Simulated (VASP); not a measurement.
A run of VASP 6.6.1 is set up as follows.

The input POSCAR:

```
Sb
1.0
    3.1600000000      0.0000000000      0.0000000000
    0.0000000000      3.1600000000      0.0000000000
    0.0000000000      0.0000000000      3.1600000000
Sb
1
Direct
    0.0000000000      0.0000000000      0.0000000000
```

Contents of INCAR.step1:

```
SYSTEM = Sb
  PREC = Accurate
  ENCUT = 520
  ISMEAR = -1
  SIGMA = 0.05
  LREAL = .FALSE.
  LASPH = .TRUE.
  NELM = 80
  NBANDS = 8
  GGA = PE
  ALGO = Normal
  EDIFF = 1E-4
  LWAVE = .TRUE.
  LCHARG = .FALSE.
```

The input INCAR.step2:

```
SYSTEM = Sb
  PREC = Accurate
  ENCUT = 520
  EDIFF = 1E-6
  ISMEAR = -1
  SIGMA = 0.05
  LREAL = .FALSE.
  LASPH = .TRUE.
  NELM = 80
  ALGO = Normal
  ISIF = 2
  LWAVE = .FALSE.
  LCHARG = .FALSE.
  METAGGA = R2SCAN
  LMIXTAU = .TRUE.
  NBANDS = 8
  ISTART = 1
```

File KPOINTS:

```
regular mesh
0
G
  8 8 8
  0 0 0
```

Potentials or basis: VASP PAW PBE potentials, release 64 (Sb).

Run with:

```sh
$ cat potpaw_PBE.64/Sb/POTCAR > POTCAR
$ cp INCAR.step1 INCAR
$ mpirun -np 1 vasp_std > vasp.out
$ cp INCAR.step2 INCAR
$ mpirun -np 1 vasp_std > vasp.out
```

(1) Predict the pressure.

Answers

(1) -3.3 GPa.

Caveat: the PAW data sets were made with another functional, which shifts forces and pressure a little.
